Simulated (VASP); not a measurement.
# Ag (Pm-3m) in VASP: further runs

Ag is run at these levels: PBEsol; tasks: single point.

All numbers are computed with VASP 6.6.1; they aren't measurements. Logs are shortened: lines on timing, memory, paths and dates and some standing lists are left out, and cuts for length are marked.

## 1. The cell of the first run

It takes space group Pm-3m (No. 221, cubic). The conventional cell has a = 2.058 Å, b = 2.058 Å, c = 2.058 Å, α = 90.00°, β = 90.00°, γ = 90.00°. Ag (site symmetry m-3m) has 6 Ag at 2.06 Å within 2.7 Å.

## 2. Single point, PBEsol (volume scaled by 0.45)

File INCAR:

```
SYSTEM = Ag
  PREC = Accurate
  ENCUT = 520
  EDIFF = 1E-6
  ISMEAR = -1
  SIGMA = 0.05
  LREAL = .False.
  LASPH = .True.
  NELM = 100
  ALGO = Normal
  ISIF = 2
  LWAVE = .False.
  LCHARG = .False.
  GGA = PS
  NBANDS = 12
```

File KPOINTS:

```
regular mesh
0
Gamma
  16 16 16
  0 0 0
```

File POSCAR:

```
Ag
1.0
    2.0578182291      0.0000000000      0.0000000000
    0.0000000000      2.0578182291      0.0000000000
    0.0000000000      0.0000000000      2.0578182291
Ag
1
Direct
    0.0000000000      0.0000000000      0.0000000000
```

Potentials or basis: VASP PAW PBE potentials, release 64 (Ag).

Run with:

```console
$ cat potpaw_PBE.64/Ag/POTCAR > POTCAR
$ mpirun -np 1 vasp_std > vasp.out
```

OUTCAR:

```text
SYSTEM = Ag
   PREC = Accurate
   ENCUT = 520
   EDIFF = 1E-6
   ISMEAR = -1
   LREAL = .False.
   LASPH = .True.
   NELM = 100
   ISIF = 2
   GGA = PS

 ion  position               nearest neighbor table
   1  0.000  0.000  0.000-

  LATTYP: Found a simple cubic cell.
 ALAT       =     2.0578182291

  Lattice vectors:

 A1 = (   2.0578182291,   0.0000000000,   0.0000000000)
 A2 = (   0.0000000000,   2.0578182291,   0.0000000000)
 A3 = (   0.0000000000,   0.0000000000,   2.0578182291)

Analysis of symmetry for initial positions (statically):
=====================================================================
 Subroutine PRICEL returns:
 Original cell was already a primitive cell.

 Routine SETGRP: Setting up the symmetry group for a
 simple cubic supercell.

 Subroutine GETGRP returns: Found 48 space group operations
 (whereof 48 operations were pure point group operations)
 out of a pool of 48 trial point group operations.

The static configuration has the point symmetry O_h .

Analysis of symmetry for dynamics (positions and initial velocities):
=====================================================================
 Subroutine PRICEL returns:
 Original cell was already a primitive cell.

 Routine SETGRP: Setting up the symmetry group for a
 simple cubic supercell.

 Subroutine GETGRP returns: Found 48 space group operations
 (whereof 48 operations were pure point group operations)
 out of a pool of 48 trial point group operations.

The dynamic configuration has the point symmetry O_h .

 Subroutine INISYM returns: Found 48 space group operations
 (whereof 48 operations are pure point group operations),
 and found     1 'primitive' translations

----------------------------------------------------------------------------------------

                                     Primitive cell

  volume of cell :       8.7141

  direct lattice vectors                    reciprocal lattice vectors
     2.057818229  0.000000000  0.000000000     0.485951570  0.000000000  0.000000000
     0.000000000  2.057818229  0.000000000     0.000000000  0.485951570  0.000000000
     0.000000000  0.000000000  2.057818229     0.000000000  0.000000000  0.485951570

  length of vectors
     2.057818229  2.057818229  2.057818229     0.485951570  0.485951570  0.485951570

  position of ions in fractional coordinates (direct lattice)
     0.000000000  0.000000000  0.000000000

  ion indices of the primitive-cell ions
   primitive index   ion index
                 1           1
[... 73 lines left out ...]
   LREAL  =      F    real-space projection
   EDIFFG = 0.1E-04   stopping-criterion for IOM
   NSW    =      0    number of steps for IOM
   IBRION =     -1    ionic relax: 0-MD 1-quasi-New 2-CG
   NFREE  =      0    steps in history (QN), initial steepest desc. (CG)
   ISIF   =      2    stress and relaxation
   ISYM   =      2    0-nonsym 1-usesym 2-fastsym
   POTIM  = 0.5000    time-step for ionic-motion
   TEBEG  =    0.0;   TEEND  =   0.0 temperature during run
   PSTRESS=    0.0 pullay stress
   NELECT =      11.0000    total number of electrons
   NUPDOWN=      -1.0000    fix difference up-down
   EMIN   =  10.00;   EMAX   =-10.00  energy-range for DOS
   EFERMI =   0.00;   METHOD = LEGACY
   ISMEAR =    -1;   SIGMA  =   0.05  broadening in eV -4-tet -1-fermi 0-gaus
   EFERMI_NEDOS =   21; number of points for ismear=-14 and -15
   IALGO  =     38    algorithm
   IMIX   =      4    mixing-type and parameters
     AMIX     =   0.40;   BMIX     =  1.00
     AMIX_MAG =   1.60;   BMIX_MAG =  1.00
  volume/ion in A,a.u.               =       8.71        58.81
  Fermi-wavevector in a.u.,A,eV,Ry     =   1.769289  3.343471 42.591442  3.130383
  Thomas-Fermi vector in A             =   2.836307
   LORBIT       =      0    0 simple, 1 ext, 2 COOP (PROOUT), +10 PAW based schemes
   GGA     = PS    functional components
   LHFCALC =     F    Hartree Fock is set to
   AEXX    =    0.0000 exact exchange contribution
   IVDW    =     0    specifies the selected vdW correction
   LEPSILON=     F    determine dielectric tensor
   LRPA    =     F    only Hartree local field effects (RPA)
 non-spin polarized calculation
  energy-cutoff  :      520.00
  volume of cell :        8.71
 maximum number of plane-waves:       251
 NGX is ok and might be reduce to    16
   NGX =  7   NGY =  7   NGZ =  7

 number of electron      10.9999999 magnetization

 Free energy of the ion-electron system (eV)
  ---------------------------------------------------
  ext. energy  EPLUGINS =         0.00000000
  ---------------------------------------------------
  free energy    TOTEN  =         5.85379580 eV

  energy without entropy =        5.85557830  energy(sigma->0) =        5.85468705

 E-fermi :  22.6456     XC(G=0): -16.7367

 val. band max:       22.6424510123   @ k =   0.5000   0.1875   0.0625
 cond. band min:      22.6485621497   @ k =   0.4375   0.2500   0.0000
 fundamental gap:      0.0061111374
 Fermi energy:        22.6455948939

 k-point     1 :       0.0000    0.0000    0.0000
  band No.  band energies     occupation
      1       8.0999      2.00000
      2       8.0999      2.00000
      3       8.3127      2.00000
      4      19.5952      2.00000
      5      19.5952      2.00000
      6      19.5952      2.00000
      7      42.2857      0.00000
      8      42.2857      0.00000
      9      42.2857      0.00000
     10      53.3750      0.00000
     11      53.3750      0.00000
     12      53.5432      0.00000
[... 331 lines left out ...]
 k-point    24 :       0.5000    0.1250    0.0000
  band No.  band energies     occupation
      1       9.8565      2.00000
      2      12.0737      2.00000
      3      12.6762      2.00000
      4      15.2836      2.00000
      5      19.3442      2.00000
      6      20.4971      2.00000
      7      29.9999      0.00000
      8      40.3728      0.00000
      9      47.0547      0.00000
     10      49.1696      0.00000
     11      53.8425      0.00000
     12      56.1991      0.00000

 [... further k-points ...]
[... 5 lines left out ...]
  --------------------------------------------------------------------------------------
  -------------------------------------------------------------------------------------
  Total       31.8677174     31.8677174     31.8677174      0.0000000     -0.0000000     -0.0000000
  in kB     5859.2295015   5859.2295015   5859.2295015      0.0000000     -0.0000000     -0.0000000
  external PRESSURE =    5859.2295015 kB  Pullay stress =       0.0000000 kB

 VOLUME and BASIS-vectors are now :
 -----------------------------------------------------------------------------
  energy-cutoff  :      520.00
  volume of cell :        8.71
      direct lattice vectors                 reciprocal lattice vectors
     2.057818229  0.000000000  0.000000000     0.485951570  0.000000000  0.000000000
     0.000000000  2.057818229  0.000000000     0.000000000  0.485951570  0.000000000
     0.000000000  0.000000000  2.057818229     0.000000000  0.000000000  0.485951570

 POSITION                                       TOTAL-FORCE (eV/Angst)
 -----------------------------------------------------------------------------------
      0.00000      0.00000      0.00000         0.000000      0.000000      0.000000
 -----------------------------------------------------------------------------------
    total drift:                               -0.000000      0.000000      0.000000

  FREE ENERGIE OF THE ION-ELECTRON SYSTEM (eV)
  ---------------------------------------------------
  free  energy   TOTEN  =         5.8537957995 eV

  energy  without entropy=        5.8555783025  energy(sigma->0) =        5.85468705
```

Wall time 4.3 s (1 thread of Intel Xeon 6975P-C, shared host); peak memory 0.13 GiB.

Results:

* Free energy: 5.8538 eV
* Pressure: 585.9 GPa

Caveat: the PAW data sets were made with another functional, which shifts forces and pressure a little.

## 3. Single point, PBEsol (volume scaled by 0.45)

File INCAR:

```
ALGO = Normal ; EDIFF = 1E-6
ENCUT = 520 ; GGA = PS
ISIF = 2 ; ISMEAR = -1
LASPH = True ; LCHARG = False
LREAL = False ; LWAVE = False
NBANDS = 12 ; NELM = 60
PREC = Accurate ; SIGMA = 0.05
```

File KPOINTS:

```
k-points
0
Gamma
  16 16 16
```

POSCAR is that of step 2.

Potentials or basis: VASP PAW PBE potentials, release 64 (Ag).

Run with:

```console
$ cat potpaw_PBE.64/Ag/POTCAR > POTCAR
$ mpirun -np 1 vasp_std > vasp.out
```

OUTCAR:

```text
EDIFF = 1E-6
   ENCUT = 520
   GGA = PS
   ISIF = 2
   ISMEAR = -1
   LASPH = True
   LREAL = False
   NELM = 60
   PREC = Accurate

 ion  position               nearest neighbor table
   1  0.000  0.000  0.000-

  LATTYP: Found a simple cubic cell.
 ALAT       =     2.0578182291

  Lattice vectors:

 A1 = (   2.0578182291,   0.0000000000,   0.0000000000)
 A2 = (   0.0000000000,   2.0578182291,   0.0000000000)
 A3 = (   0.0000000000,   0.0000000000,   2.0578182291)

Analysis of symmetry for initial positions (statically):
=====================================================================
 Subroutine PRICEL returns:
 Original cell was already a primitive cell.

 Routine SETGRP: Setting up the symmetry group for a
 simple cubic supercell.

 Subroutine GETGRP returns: Found 48 space group operations
 (whereof 48 operations were pure point group operations)
 out of a pool of 48 trial point group operations.

The static configuration has the point symmetry O_h .

Analysis of symmetry for dynamics (positions and initial velocities):
=====================================================================
 Subroutine PRICEL returns:
 Original cell was already a primitive cell.

 Routine SETGRP: Setting up the symmetry group for a
[... 158 lines left out ...]

 k-point     1 :       0.0000    0.0000    0.0000
  band No.  band energies     occupation
      1       8.0999      2.00000
      2       8.0999      2.00000
      3       8.3127      2.00000
      4      19.5952      2.00000
      5      19.5952      2.00000
      6      19.5952      2.00000
      7      42.2857      0.00000
      8      42.2857      0.00000
      9      42.2857      0.00000
     10      53.3750      0.00000
     11      53.3750      0.00000
     12      53.5432      0.00000
[... 331 lines left out ...]
 k-point    24 :       0.5000    0.1250    0.0000
  band No.  band energies     occupation
      1       9.8565      2.00000
      2      12.0737      2.00000
      3      12.6762      2.00000
      4      15.2836      2.00000
      5      19.3442      2.00000
      6      20.4971      2.00000
      7      29.9999      0.00000
      8      40.3728      0.00000
      9      47.0547      0.00000
     10      49.1696      0.00000
     11      53.8425      0.00000
     12      56.1991      0.00000

 [... further k-points ...]
[... 5 lines left out ...]
  --------------------------------------------------------------------------------------
  -------------------------------------------------------------------------------------
  Total       31.8677174     31.8677174     31.8677174      0.0000000     -0.0000000     -0.0000000
  in kB     5859.2295015   5859.2295015   5859.2295015      0.0000000     -0.0000000     -0.0000000
  external PRESSURE =    5859.2295015 kB  Pullay stress =       0.0000000 kB

 VOLUME and BASIS-vectors are now :
 -----------------------------------------------------------------------------
  energy-cutoff  :      520.00
  volume of cell :        8.71
      direct lattice vectors                 reciprocal lattice vectors
     2.057818229  0.000000000  0.000000000     0.485951570  0.000000000  0.000000000
     0.000000000  2.057818229  0.000000000     0.000000000  0.485951570  0.000000000
     0.000000000  0.000000000  2.057818229     0.000000000  0.000000000  0.485951570

 POSITION                                       TOTAL-FORCE (eV/Angst)
 -----------------------------------------------------------------------------------
      0.00000      0.00000      0.00000         0.000000      0.000000      0.000000
 -----------------------------------------------------------------------------------
    total drift:                               -0.000000      0.000000      0.000000

  FREE ENERGIE OF THE ION-ELECTRON SYSTEM (eV)
  ---------------------------------------------------
  free  energy   TOTEN  =         5.8537957995 eV

  energy  without entropy=        5.8555783025  energy(sigma->0) =        5.85468705
```

OSZICAR:

```text
N       E                     dE             d eps       ncg     rms          rms(c)
DAV:   1     0.608148427337E+02    0.60815E+02   -0.57877E+03  4048   0.927E+02
DAV:   2     0.608748153913E+01   -0.54727E+02   -0.52777E+02  4636   0.228E+02
DAV:   3     0.534416897334E+01   -0.74331E+00   -0.74298E+00  4652   0.258E+01
DAV:   4     0.534301563084E+01   -0.11533E-02   -0.11533E-02  4708   0.108E+00
DAV:   5     0.534301270356E+01   -0.29273E-05   -0.29265E-05  4796   0.481E-02    0.467E+01
DAV:   6     0.566808096497E+01    0.32507E+00   -0.55435E-02  5048   0.220E+00    0.281E+01
DAV:   7     0.585315779619E+01    0.18508E+00   -0.59341E-02  5112   0.213E+00    0.661E-01
DAV:   8     0.585381031531E+01    0.65252E-03   -0.71087E-03  4620   0.928E-01    0.687E-02
DAV:   9     0.585381064691E+01    0.33160E-06   -0.12718E-04  4720   0.117E-01    0.371E-02
DAV:  10     0.585379542659E+01   -0.15220E-04   -0.56764E-06  4952   0.183E-02    0.317E-03
DAV:  11     0.585379579949E+01    0.37290E-06   -0.12172E-07  3232   0.296E-03
   1 F= 0.58537958E+01 E0= 0.58546871E+01  d E =-.178250E-02
```

stdout:

```text
POSCAR found type information on POSCAR Ag
 POSCAR found :  1 types and       1 ions
 scaLAPACK will be used
 -----------------------------------------------------------------------------
|                                                                             |
|                                                                             |
|     You enforced a specific xc type in the INCAR file but a different       |
|     I HOPE YOU KNOW WHAT YOU ARE DOING!                                     |
|                                                                             |
 -----------------------------------------------------------------------------

 LDA part: xc-table for (Slater+PW92), standard interpolation
 POSCAR, INCAR and KPOINTS ok, starting setup
 FFT: planning ... GRIDC
 FFT: planning ... GRID_SOFT
 FFT: planning ... GRID
 WAVECAR not read
 entering main loop
```

Wall time 4.7 s (1 thread of Intel Xeon 6975P-C, shared host); peak memory 0.13 GiB.

Results:

```yaml
Free_energy: 5.8538 eV
Pressure: 585.9 GPa
```

Levels at points of the mesh, in eV from the Fermi level:
```
           k point  band 2  band 3  band 4  band 5  band 6  band 7  band 8  band 9  band 10  band 11
(0.00, 0.00, 0.00)  -14.55  -14.33   -3.05   -3.05   -3.05   19.64   19.64   19.64    30.73    30.73
(0.50, 0.00, 0.00)  -11.55   -7.48   -7.48   -4.57   -2.60    7.44   16.86   24.99    29.17    29.17
(0.50, 0.50, 0.00)  -11.17   -6.61   -6.61    0.05    4.71    4.71   15.05   21.21    27.06    27.06
(0.50, 0.50, 0.50)  -13.58  -13.58    0.36    0.36    6.29   16.45   16.45   16.45    25.17    25.17
```

Caveat: the PAW data sets were made with another functional, which shifts forces and pressure a little.

(Continued in part 2 of 2.)
